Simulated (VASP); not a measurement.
Here is a VASP 6.6.1 calculation.

The input INCAR:

```
SYSTEM = CdS
PREC = Accurate
ENCUT = 520
EDIFF = 1E-7
ISMEAR = -1
SIGMA = 0.02
LREAL = .False.
LASPH = .True.
NELM = 100
ALGO = Normal
ISIF = 2
LWAVE = .False.
LCHARG = .True.
GGA = PS
LELF = .True.
LVHAR = .True.
NBANDS = 16
```

KPOINTS

```
Automatic mesh
0
Gamma
  7 7 7
  0 0 0
```

File POSCAR:

```
CdS
1.0
    0.0000000000      2.9331107376      2.9331107376
    2.9331107376      0.0000000000      2.9331107376
    2.9331107376      2.9331107376      0.0000000000
Cd S
1 1
Direct
    0.0000000000      0.0000000000      0.0000000000
    0.7500000000      0.7500000000      0.7500000000
```

Potentials or basis: VASP PAW PBE potentials, release 64 (Cd, S).

Launch:

```console
$ cat potpaw_PBE.64/Cd/POTCAR potpaw_PBE.64/S/POTCAR > POTCAR
$ mpirun -np 1 vasp_std > vasp.out
```

**Question.** Estimate the band gap on the k mesh.

**Answer.** 0.97 eV, direct.

**Question.** What does it give for the pressure?

**Answer.** -0.9 GPa.

Caveat: the PAW data sets were made with another functional, which shifts forces and pressure a little.
